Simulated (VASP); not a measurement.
# V2BN (P4/mmm) in VASP: single point with PBE

Aim: the single point of V2BN with PBE.

Program: VASP 6.6.1. These are calculated values, not measurements. Logs are shortened: lines on timing, memory, paths and dates and some standing lists are left out, and cuts for length are marked.

### Step 1. The cell of the first run

The structure is tetragonal, space group P4/mmm (No. 123). Conventional cell: a = 3.203 Å, b = 3.203 Å, c = 4.330 Å, α = 90.00°, β = 90.00°, γ = 90.00°. Within 1.7 Å of V (site symmetry 4mm) lie 1 N at 1.28 Å. Within 3.0 Å of B (site symmetry 4/mmm) lie 4 N at 2.27 Å and 8 V at 2.60 Å. N (site symmetry 4/mmm) has 2 V at 1.28 Å within 1.7 Å.

### Step 2. Single point, PBE, collinear spin, ferromagnetic start

Contents of INCAR:

```
ALGO = Normal
EDIFF = 1E-6
ENCUT = 520
GGA = PE
ISIF = 2
ISMEAR = 0
ISPIN = 2
LASPH = T
LCHARG = T
LELF = T
LMAXMIX = 4
LORBIT = 11
LREAL = F
LVHAR = T
LWAVE = F
MAGMOM = 2 2 0 0
NBANDS = 29
NELM = 150
PREC = Accurate
SIGMA = 0.1
```

Contents of KPOINTS:

```
k-points
0
Gamma
  6 6 4
```

Contents of POSCAR:

```
V2BN
1.0
    3.2032379500      0.0000000000      0.0000000000
    0.0000000000      3.2032379500      0.0000000000
    0.0000000000      0.0000000000      4.3302060400
V B N
2 1 1
Direct
    0.0000000000      0.0000000000      0.2033193000
    0.0000000000      0.0000000000      0.7966807000
    0.5000000000      0.5000000000      0.5000000000
    0.0000000000      0.0000000000      0.5000000000
```

Potentials or basis: VASP PAW PBE potentials, release 64 (V_sv, B, N).

Run with:

```sh
$ cat potpaw_PBE.64/V_sv/POTCAR potpaw_PBE.64/B/POTCAR potpaw_PBE.64/N/POTCAR > POTCAR
$ mpirun -np 1 vasp_std > vasp.out
```

OUTCAR:

```text
EDIFF = 1E-6
   ENCUT = 520
   GGA = PE
   ISIF = 2
   ISMEAR = 0
   ISPIN = 2
   LASPH = T
   LORBIT = 11
   LREAL = F
   NELM = 150
   PREC = Accurate

 ion  position               nearest neighbor table
   1  0.000  0.000  0.203-   4 1.28   2 1.76   2 2.57
   2  0.000  0.000  0.797-   4 1.28   1 1.76   1 2.57
   3  0.500  0.500  0.500-
   4  0.000  0.000  0.500-   1 1.28   2 1.28

  LATTYP: Found a simple tetragonal cell.
 ALAT       =     3.2032379500
 C/A-ratio  =     1.3518215342

  Lattice vectors:

 A1 = (   3.2032379500,   0.0000000000,   0.0000000000)
 A2 = (   0.0000000000,   3.2032379500,   0.0000000000)
 A3 = (   0.0000000000,   0.0000000000,   4.3302060400)

Analysis of symmetry for initial positions (statically):
=====================================================================
 Subroutine PRICEL returns:
 Original cell was already a primitive cell.

 Routine SETGRP: Setting up the symmetry group for a
 simple tetragonal supercell.

 Subroutine GETGRP returns: Found 16 space group operations
 (whereof 16 operations were pure point group operations)
 out of a pool of 16 trial point group operations.

The static configuration has the point symmetry D_4h.

Analysis of symmetry for dynamics (positions and initial velocities):
=====================================================================
 Subroutine PRICEL returns:
 Original cell was already a primitive cell.

 Routine SETGRP: Setting up the symmetry group for a
 simple tetragonal supercell.

 Subroutine GETGRP returns: Found 16 space group operations
 (whereof 16 operations were pure point group operations)
 out of a pool of 16 trial point group operations.

The dynamic configuration has the point symmetry D_4h.

Analysis of structural, dynamic, and magnetic symmetry:
=====================================================================
 Subroutine PRICEL returns:
 Original cell was already a primitive cell.

 Routine SETGRP: Setting up the symmetry group for a
 simple tetragonal supercell.

 Subroutine GETGRP returns: Found 16 space group operations
 (whereof 16 operations were pure point group operations)
 out of a pool of 16 trial point group operations.

The overall configuration has the point symmetry D_4h.

 Subroutine INISYM returns: Found 16 space group operations
 (whereof 16 operations are pure point group operations),
 and found     1 'primitive' translations

----------------------------------------------------------------------------------------

                                     Primitive cell

  volume of cell :      44.4311

  direct lattice vectors                    reciprocal lattice vectors
     3.203237950  0.000000000  0.000000000     0.312184114  0.000000000  0.000000000
     0.000000000  3.203237950  0.000000000     0.000000000  0.312184114  0.000000000
     0.000000000  0.000000000  4.330206040     0.000000000  0.000000000  0.230935893

  length of vectors
     3.203237950  3.203237950  4.330206040     0.312184114  0.312184114  0.230935893

  position of ions in fractional coordinates (direct lattice)
     0.000000000  0.000000000  0.203319300
     0.000000000  0.000000000  0.796680700
     0.500000000  0.500000000  0.500000000
     0.000000000  0.000000000  0.500000000

  ion indices of the primitive-cell ions
   primitive index   ion index
                 1           1
                 2           2
                 3           3
                 4           4

----------------------------------------------------------------------------------------

 KPOINTS: k-points

Automatic generation of k-mesh.
 Grid dimensions read from file:
 generate k-points for:    6    6    4

 Generating k-lattice:

  Cartesian coordinates                     Fractional coordinates (reciprocal lattice)
     0.052030686  0.000000000  0.000000000     0.166666667  0.000000000  0.000000000
     0.000000000  0.052030686  0.000000000     0.000000000  0.166666667  0.000000000
     0.000000000  0.000000000  0.057733973     0.000000000  0.000000000  0.250000000

  Length of vectors
     0.052030686  0.052030686  0.057733973

  Shift w.r.t. Gamma in fractional coordinates (k-lattice)
     0.000000000  0.000000000  0.000000000

 Subroutine IBZKPT returns following result:
 ===========================================

 Found     30 irreducible k-points:

 Following reciprocal coordinates:
            Coordinates               Weight
  0.000000  0.000000  0.000000      1.000000
  0.166667  0.000000  0.000000      4.000000
  0.333333  0.000000  0.000000      4.000000
  0.500000  0.000000  0.000000      2.000000
  0.166667  0.166667  0.000000      4.000000
  0.333333  0.166667  0.000000      8.000000
[... 16 lines left out ...]
  0.333333  0.000000  0.500000      4.000000
  0.500000  0.000000  0.500000      2.000000
 [... further k-points ...]
   k-points           NKPTS =     30   k-points in BZ     NKDIM =     30   number of bands    NBANDS=     29
   number of dos      NEDOS =    301   number of ions     NIONS =      4
   total plane-waves  NPLWV =  18432
   dimension x,y,z NGX =    24 NGY =   24 NGZ =   32
   dimension x,y,z NGXF=    48 NGYF=   48 NGZF=   64
   ions per type =               2   1   1
   NGX,Y,Z   is equivalent  to a cutoff of  12.46, 12.46, 12.29 a.u.
   NGXF,Y,Z  is equivalent  to a cutoff of  24.91, 24.91, 24.57 a.u.
 SYSTEM =  unknown system
   PREC   = accura    normal or accurate (medium, high low for compatibility)
   ISTART =      0    job   : 0-new  1-cont  2-samecut
   ICHARG =      2    charge: 1-file 2-atom 10-const
   ISPIN  =      2    spin polarized calculation?
   LNONCOLLINEAR =      F non collinear calculations
   LSORBIT =      F    spin-orbit coupling
   LASPH  =      T    aspherical Exc in radial PAW
   ENCUT  =  520.0 eV  38.22 Ry    6.18 a.u.   5.96  5.96  8.05*2*pi/ulx,y,z
   NELM   =    150;   NELMIN=  2; NELMDL= -5     # of ELM steps
   EDIFF  = 0.1E-05   stopping-criterion for ELM
   LREAL  =      F    real-space projection
   EDIFFG = 0.1E-04   stopping-criterion for IOM
   NSW    =      0    number of steps for IOM
   IBRION =     -1    ionic relax: 0-MD 1-quasi-New 2-CG
   NFREE  =      0    steps in history (QN), initial steepest desc. (CG)
   ISIF   =      2    stress and relaxation
   ISYM   =      2    0-nonsym 1-usesym 2-fastsym
   POTIM  = 0.5000    time-step for ionic-motion
   TEBEG  =    0.0;   TEEND  =   0.0 temperature during run
   PSTRESS=    0.0 pullay stress
   NELECT =      34.0000    total number of electrons
   NUPDOWN=      -1.0000    fix difference up-down
   EMIN   =  10.00;   EMAX   =-10.00  energy-range for DOS
   EFERMI =   0.00;   METHOD = LEGACY
   ISMEAR =     0;   SIGMA  =   0.10  broadening in eV -4-tet -1-fermi 0-gaus
   EFERMI_NEDOS =   21; number of points for ismear=-14 and -15
   IALGO  =     38    algorithm
   IMIX   =      4    mixing-type and parameters
     AMIX     =   0.40;   BMIX     =  1.00
     AMIX_MAG =   1.60;   BMIX_MAG =  1.00
  volume/ion in A,a.u.               =      11.11        74.96
  Fermi-wavevector in a.u.,A,eV,Ry     =   1.497403  2.829682 30.507214  2.242217
  Thomas-Fermi vector in A             =   2.609296
   LORBIT       =     11    0 simple, 1 ext, 2 COOP (PROOUT), +10 PAW based schemes
   GGA     = PE    functional components
   LHFCALC =     F    Hartree Fock is set to
   AEXX    =    0.0000 exact exchange contribution
   IVDW    =     0    specifies the selected vdW correction
   LEPSILON=     F    determine dielectric tensor
   LRPA    =     F    only Hartree local field effects (RPA)
 spin polarized calculation
 Gauss-broadening in eV      SIGMA  =   0.10
  energy-cutoff  :      520.00
  volume of cell :       44.43
 maximum number of plane-waves:      1232
 NGX is ok and might be reduce to    24
   NGX = 11   NGY = 11   NGZ = 17

 number of electron      33.9999973 magnetization       0.2324282

 number of electron      33.9999974 magnetization      -0.0009888

 Free energy of the ion-electron system (eV)
  ---------------------------------------------------
  ext. energy  EPLUGINS =         0.00000000
  ---------------------------------------------------
  free energy    TOTEN  =       -11.33308880 eV

  energy without entropy =      -11.31389368  energy(sigma->0) =      -11.32349124

 E-fermi :   7.9537     XC(G=0): -11.7827

 val. band max:        7.9469691879   @ k =   0.3333   0.1667   0.2500
 cond. band min:       7.9789613415   @ k =   0.1667   0.1667   0.5000
 fundamental gap:      0.0319921536
 Fermi energy:         7.9536900177

 spin component 1

 k-point     1 :       0.0000    0.0000    0.0000
  band No.  band energies     occupation
      1     -57.0184      1.00000
      2     -55.7891      1.00000
      3     -34.6797      1.00000
      4     -30.0995      1.00000
      5     -30.0995      1.00000
      6     -30.0085      1.00000
[... 757 lines left out ...]
     28      19.4365      0.00000
     29      19.9474      0.00000

 [... further k-points ...]

 spin component 2

 k-point     1 :       0.0000    0.0000    0.0000
  band No.  band energies     occupation
      1     -57.0188      1.00000
      2     -55.7895      1.00000
      3     -34.6800      1.00000
      4     -30.0999      1.00000
      5     -30.0999      1.00000
      6     -30.0088      1.00000
[... 757 lines left out ...]
     28      19.4362      0.00000
     29      19.9472      0.00000

 [... further k-points ...]

------------------------ aborting loop because EDIFF is reached ----------------------------------------

  FORCE on cell =-STRESS in cart. coord.  units (eV):
  Direction    XX          YY          ZZ          XY          YZ          ZX
  --------------------------------------------------------------------------------------
  -------------------------------------------------------------------------------------
  Total       -3.6108886     -3.6108886    141.3387365      0.0000000      0.0000000     -0.0000000
  in kB     -130.2080122   -130.2080122   5096.6501506      0.0000000      0.0000000     -0.0000000
  external PRESSURE =    1612.0780421 kB  Pullay stress =       0.0000000 kB

 VOLUME and BASIS-vectors are now :
 -----------------------------------------------------------------------------
  energy-cutoff  :      520.00
  volume of cell :       44.43
      direct lattice vectors                 reciprocal lattice vectors
     3.203237950  0.000000000  0.000000000     0.312184114  0.000000000  0.000000000
     0.000000000  3.203237950  0.000000000     0.000000000  0.312184114  0.000000000
     0.000000000  0.000000000  4.330206040     0.000000000  0.000000000  0.230935893

 POSITION                                       TOTAL-FORCE (eV/Angst)
 -----------------------------------------------------------------------------------
      0.00000      0.00000      0.88041        -0.000000      0.000000    -31.233458
      0.00000      0.00000      3.44979         0.000000      0.000000     31.233458
      1.60162      1.60162      2.16510         0.000000     -0.000000      0.000000
      0.00000      0.00000      2.16510         0.000000     -0.000000      0.000000
 -----------------------------------------------------------------------------------
    total drift:                                0.000000      0.000000      0.000000

  FREE ENERGIE OF THE ION-ELECTRON SYSTEM (eV)
  ---------------------------------------------------
  free  energy   TOTEN  =       -11.3330888012 eV

  energy  without entropy=      -11.3138936776  energy(sigma->0) =      -11.32349124

 total charge

# of ion       s       p       d       tot
------------------------------------------
    1        2.407   6.554   4.523  13.484
    2        2.407   6.554   4.523  13.484
    3        0.707   0.837   0.000   1.544
    4        1.489   2.937   0.000   4.426
--------------------------------------------------
tot          7.010  16.882   9.046  32.938

 magnetization (x)

# of ion       s       p       d       tot
------------------------------------------
    1       -0.000  -0.000  -0.000  -0.000
    2       -0.000  -0.000  -0.000  -0.000
    3        0.000   0.000   0.000   0.000
    4        0.000   0.000   0.000   0.000
--------------------------------------------------
tot         -0.000   0.000  -0.001  -0.001
```

Run time: 58 s. Hardware: 1 thread of AMD EPYC 7R13 (Zen 3), shared host; peak memory 0.17 GiB.

What came out:

- Free energy: -11.3331 eV
- Pressure: 161.2 GPa
- Largest force: 31.233 eV/Å
- Band gap on the k mesh: zero (filled and empty bands overlap)
- Net moment: 0.00 μB per cell
- Valence electrons inside the program's atomic spheres: V 13.48; B 1.54; N 4.43

Forces in eV/Å, atoms in the order of the input:
```
V     0.000   0.000 -31.233
V     0.000   0.000  31.233
B     0.000   0.000   0.000
N     0.000   0.000   0.000
```

Caveat: the k points lie up to 0.36 Å⁻¹ apart; forces of over 1 eV/Å act on the atoms, so gaps and moduli don't describe the material at rest. With open d or f shells a metallic result of PBE can be an artefact of self-interaction; +U or a hybrid may open a gap.
